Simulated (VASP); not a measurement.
# Sn (P-1) in VASP: a series of runs

Sn is run at these levels: LDA; tasks: single point.

All numbers are computed with VASP 6.6.1; they aren't measurements. Logs are shortened: lines on timing, memory, paths and dates and some standing lists are left out, and cuts for length are marked.

### 1 The cell of the first run

The typed cell holds 1 atom: a = 3.280 Å, b = 3.319 Å, c = 3.369 Å, α = 109.11°, β = 110.30°, γ = 110.04°.

### 2 Single point, LDA

INCAR reads:

```
  PREC = Accurate
  ENCUT = 520
  EDIFF = 1E-7
  ISMEAR = 0
  SIGMA = 0.15
  LREAL = F
  LASPH = T
  NELM = 60
  ALGO = Normal
  ISIF = 2
  LWAVE = F
  LCHARG = F
  NBANDS = 13
```

KPOINTS reads:

```
Automatic mesh
0
Gamma
  7 7 7
```

POSCAR reads:

```
Sn
1.0
   -1.9448677068      1.8607583582      1.8741160209
    1.9177730157     -1.9223853029      1.9086482745
    1.9611904113      1.9387080073     -1.9357429656
Sn
1
Direct
    0.0000000000      0.0000000000      0.0000000000
```

Potentials or basis: VASP PAW LDA potentials, release 64 (Sn_d).

Launch:

```console
cat potpaw_LDA.64/Sn_d/POTCAR > POTCAR
mpirun -np 1 vasp_std > vasp.out
```

OUTCAR:

```text
PREC = Accurate
   ENCUT = 520
   EDIFF = 1E-7
   ISMEAR = 0
   LREAL = F
   LASPH = T
   NELM = 60
   ISIF = 2

 ion  position               nearest neighbor table
   1  0.000  0.000  0.000-

  LATTYP: Found a triclinic cell.
 ALAT       =     8.6797270267
 B/A-ratio  =     0.6287015801
 C/A-ratio  =     0.3823956386
 COS(alpha) =     0.0038318410
 COS(beta)  =     0.2577435792
 COS(gamma) =     0.9507956568

  Lattice vectors:

 A1 = (  -7.7850215451,  -0.0942723535,   3.8369536776)
 A2 = (  -3.9060581181,  -0.0779496491,   3.8098589865)
 A3 = (  -1.9177730157,   1.9223853029,  -1.9086482745)

Analysis of symmetry for initial positions (statically):
=====================================================================
 Subroutine PRICEL returns:
 Original cell was already a primitive cell.

 Routine SETGRP: Setting up the symmetry group for a
 triclinic supercell.

 Subroutine GETGRP returns: Found  2 space group operations
 (whereof  2 operations were pure point group operations)
 out of a pool of  2 trial point group operations.

The static configuration has the point symmetry S_2 .

Analysis of symmetry for dynamics (positions and initial velocities):
=====================================================================
 Subroutine PRICEL returns:
 Original cell was already a primitive cell.

 Routine SETGRP: Setting up the symmetry group for a
 triclinic supercell.

 Subroutine GETGRP returns: Found  2 space group operations
 (whereof  2 operations were pure point group operations)
 out of a pool of  2 trial point group operations.

The dynamic configuration has the point symmetry S_2 .

 Subroutine INISYM returns: Found  2 space group operations
 (whereof  2 operations are pure point group operations),
 and found     1 'primitive' translations

----------------------------------------------------------------------------------------

                                     Primitive cell

  volume of cell :      27.8659

  direct lattice vectors                    reciprocal lattice vectors
    -1.944867707  1.860758358  1.874116021     0.000751173  0.267550256  0.268721120
     1.917773016 -1.922385303  1.908648274     0.259647250  0.003203395  0.266268897
     1.961190411  1.938708007 -1.935742966     0.256740212  0.262190997  0.006110433

  length of vectors
     3.279823612  3.319089759  3.369266596     0.379202775  0.371922145  0.367010889

  position of ions in fractional coordinates (direct lattice)
     0.000000000  0.000000000  0.000000000

  ion indices of the primitive-cell ions
   primitive index   ion index
                 1           1

----------------------------------------------------------------------------------------

 KPOINTS: Automatic mesh

Automatic generation of k-mesh.
 Grid dimensions read from file:
 generate k-points for:    7    7    7

 Generating k-lattice:

  Cartesian coordinates                     Fractional coordinates (reciprocal lattice)
     0.000107310  0.038221465  0.038388731     0.142857143  0.000000000  0.000000000
     0.037092464  0.000457628  0.038038414     0.000000000  0.142857143 -0.000000000
     0.036677173  0.037455857  0.000872919    -0.000000000  0.000000000  0.142857143

  Length of vectors
     0.054171825  0.053131735  0.052430127

  Shift w.r.t. Gamma in fractional coordinates (k-lattice)
     0.000000000  0.000000000  0.000000000

 Subroutine IBZKPT returns following result:
 ===========================================

 Found    172 irreducible k-points:

 Following reciprocal coordinates:
            Coordinates               Weight
  0.000000  0.000000  0.000000      1.000000
  0.142857 -0.000000 -0.000000      2.000000
  0.285714  0.000000 -0.000000      2.000000
  0.428571 -0.000000 -0.000000      2.000000
 -0.000000  0.142857  0.000000      2.000000
  0.142857  0.142857 -0.000000      2.000000
[... 16 lines left out ...]
 -0.428571  0.428571  0.000000      2.000000
 -0.285714  0.428571  0.000000      2.000000
 [... further k-points ...]
   k-points           NKPTS =    172   k-points in BZ     NKDIM =    172   number of bands    NBANDS=     13
   number of dos      NEDOS =    301   number of ions     NIONS =      1
   total plane-waves  NPLWV =  18816
   dimension x,y,z NGX =    24 NGY =   28 NGZ =   28
   dimension x,y,z NGXF=    48 NGYF=   56 NGZF=   56
   ions per type =               1
   NGX,Y,Z   is equivalent  to a cutoff of  12.16, 14.02, 13.82 a.u.
   NGXF,Y,Z  is equivalent  to a cutoff of  24.33, 28.05, 27.63 a.u.
 SYSTEM =  unknown system
   PREC   = accura    normal or accurate (medium, high low for compatibility)
   ISTART =      0    job   : 0-new  1-cont  2-samecut
   ICHARG =      2    charge: 1-file 2-atom 10-const
   ISPIN  =      1    spin polarized calculation?
   LNONCOLLINEAR =      F non collinear calculations
   LSORBIT =      F    spin-orbit coupling
   LASPH  =      T    aspherical Exc in radial PAW
   ENCUT  =  520.0 eV  38.22 Ry    6.18 a.u.   6.10  6.17  6.26*2*pi/ulx,y,z
   NELM   =     60;   NELMIN=  2; NELMDL= -5     # of ELM steps
   EDIFF  = 0.1E-06   stopping-criterion for ELM
   LREAL  =      F    real-space projection
   EDIFFG = 0.1E-05   stopping-criterion for IOM
   NSW    =      0    number of steps for IOM
   IBRION =     -1    ionic relax: 0-MD 1-quasi-New 2-CG
   NFREE  =      0    steps in history (QN), initial steepest desc. (CG)
   ISIF   =      2    stress and relaxation
   ISYM   =      2    0-nonsym 1-usesym 2-fastsym
   POTIM  = 0.5000    time-step for ionic-motion
   TEBEG  =    0.0;   TEEND  =   0.0 temperature during run
   PSTRESS=    0.0 pullay stress
   NELECT =      14.0000    total number of electrons
   NUPDOWN=      -1.0000    fix difference up-down
   EMIN   =  10.00;   EMAX   =-10.00  energy-range for DOS
   EFERMI =   0.00;   METHOD = LEGACY
   ISMEAR =     0;   SIGMA  =   0.15  broadening in eV -4-tet -1-fermi 0-gaus
   EFERMI_NEDOS =   21; number of points for ismear=-14 and -15
   IALGO  =     38    algorithm
   IMIX   =      4    mixing-type and parameters
     AMIX     =   0.40;   BMIX     =  1.00
     AMIX_MAG =   1.60;   BMIX_MAG =  1.00
  volume/ion in A,a.u.               =      27.87       188.05
  Fermi-wavevector in a.u.,A,eV,Ry     =   1.301446  2.459377 23.045042  1.693763
  Thomas-Fermi vector in A             =   2.432580
   LORBIT       =      0    0 simple, 1 ext, 2 COOP (PROOUT), +10 PAW based schemes
   GGA     = CA    functional components
   LHFCALC =     F    Hartree Fock is set to
   AEXX    =    0.0000 exact exchange contribution
   IVDW    =     0    specifies the selected vdW correction
   LEPSILON=     F    determine dielectric tensor
   LRPA    =     F    only Hartree local field effects (RPA)
 non-spin polarized calculation
 Gauss-broadening in eV      SIGMA  =   0.15
  energy-cutoff  :      520.00
  volume of cell :       27.87
 maximum number of plane-waves:       768
   NGX = 13   NGY = 13   NGZ = 13

 number of electron      13.9999998 magnetization

 Free energy of the ion-electron system (eV)
  ---------------------------------------------------
  ext. energy  EPLUGINS =         0.00000000
  ---------------------------------------------------
  free energy    TOTEN  =        -4.43763581 eV

  energy without entropy =       -4.43089578  energy(sigma->0) =       -4.43426579

 E-fermi :   7.7169     XC(G=0): -10.4859

 val. band max:        7.7083652739   @ k =  -0.2857   0.0000   0.2857
 cond. band min:       7.7256645138   @ k =  -0.0000   0.0000   0.2857
 fundamental gap:      0.0172992399
 Fermi energy:         7.7169362917

 k-point     1 :       0.0000    0.0000    0.0000
  band No.  band energies     occupation
      1     -13.9324      2.00000
      2     -13.9152      2.00000
      3     -13.9010      2.00000
      4     -13.7884      2.00000
      5     -13.7793      2.00000
      6      -3.4073      2.00000
      7      14.8076      0.00000
      8      15.1089      0.00000
      9      15.3840      0.00000
     10      19.4902      0.00000
     11      19.5903      0.00000
     12      19.8607      0.00000
     13      20.0539      0.00000

 k-point     2 :       0.1429   -0.0000   -0.0000
  band No.  band energies     occupation
      1     -13.9163      2.00000
      2     -13.8961      2.00000
      3     -13.8879      2.00000
      4     -13.7915      2.00000
      5     -13.7894      2.00000
      6      -2.9499      2.00000
      7      12.7330      0.00000
      8      13.5972      0.00000
      9      14.4061      0.00000
     10      17.2657      0.00000
     11      17.6969      0.00000
     12      19.0589      0.00000
     13      20.7556      0.00000

 k-point     3 :       0.2857    0.0000   -0.0000
  band No.  band energies     occupation
      1     -13.9357      2.00000
      2     -13.8822      2.00000
      3     -13.8049      2.00000
      4     -13.7938      2.00000
      5     -13.7858      2.00000
      6      -1.5789      2.00000
      7       8.2924      0.00000
      8      11.7426      0.00000
      9      13.3187      0.00000
     10      15.6734      0.00000
     11      16.2983      0.00000
     12      19.9165      0.00000
     13      21.6310      0.00000
[... 305 lines left out ...]
 k-point    23 :      -0.4286    0.4286    0.0000
  band No.  band energies     occupation
      1     -13.9520      2.00000
      2     -13.8941      2.00000
      3     -13.8005      2.00000
      4     -13.7913      2.00000
      5     -13.7147      2.00000
      6       0.3582      2.00000
      7       4.1662      2.00000
      8      11.0722      0.00000
      9      13.1609      0.00000
     10      15.2786      0.00000
     11      16.3161      0.00000
     12      21.3770      0.00000
     13      22.8416      0.00000

 k-point    24 :      -0.2857    0.4286    0.0000
  band No.  band energies     occupation
      1     -13.9266      2.00000
      2     -13.8818      2.00000
      3     -13.8091      2.00000
      4     -13.7965      2.00000
      5     -13.7526      2.00000
      6      -0.4407      2.00000
      7       6.2168      2.00000
      8       9.6701      0.00000
      9      12.0039      0.00000
     10      16.4262      0.00000
     11      18.7668      0.00000
     12      20.4575      0.00000
     13      23.0982      0.00000

 [... further k-points ...]
[... 5 lines left out ...]
  --------------------------------------------------------------------------------------
  -------------------------------------------------------------------------------------
  Total       -0.9018641     -0.6521740     -0.6098373      0.0364763      0.1032257     -0.0089052
  in kB      -51.8534982    -37.4973371    -35.0631511      2.0972399      5.9350579     -0.5120146
  external PRESSURE =     -41.4713288 kB  Pullay stress =       0.0000000 kB

 VOLUME and BASIS-vectors are now :
 -----------------------------------------------------------------------------
  energy-cutoff  :      520.00
  volume of cell :       27.87
      direct lattice vectors                 reciprocal lattice vectors
    -1.944867707  1.860758358  1.874116021     0.000751173  0.267550256  0.268721120
     1.917773016 -1.922385303  1.908648274     0.259647250  0.003203395  0.266268897
     1.961190411  1.938708007 -1.935742966     0.256740212  0.262190997  0.006110433

 POSITION                                       TOTAL-FORCE (eV/Angst)
 -----------------------------------------------------------------------------------
      0.00000      0.00000      0.00000         0.000000      0.000000      0.000000
 -----------------------------------------------------------------------------------
    total drift:                               -0.000000     -0.000000      0.000000

  FREE ENERGIE OF THE ION-ELECTRON SYSTEM (eV)
  ---------------------------------------------------
  free  energy   TOTEN  =        -4.4376358096 eV

  energy  without entropy=       -4.4308957777  energy(sigma->0) =       -4.43426579
```

Wall time 25 s (1 thread of Intel Xeon Platinum 8488C (Sapphire Rapids), shared host); peak memory 0.17 GiB.

What came out:

| Quantity | Value |
| --- | --- |
| Free energy | -4.4376 eV |
| Pressure | -4.1 GPa |
| Band gap on the k mesh | zero (band 7 reaches 14.81 eV, above the bottom of band 8 at 5.53 eV) |

Stress tensor (GPa, compression positive):
```
-5.19  0.21 -0.05
 0.21 -3.75  0.59
-0.05  0.59 -3.51
```

Caveat: spin-orbit coupling is left out, which moves the levels of the heavy elements.

[end of part 1 of 2]
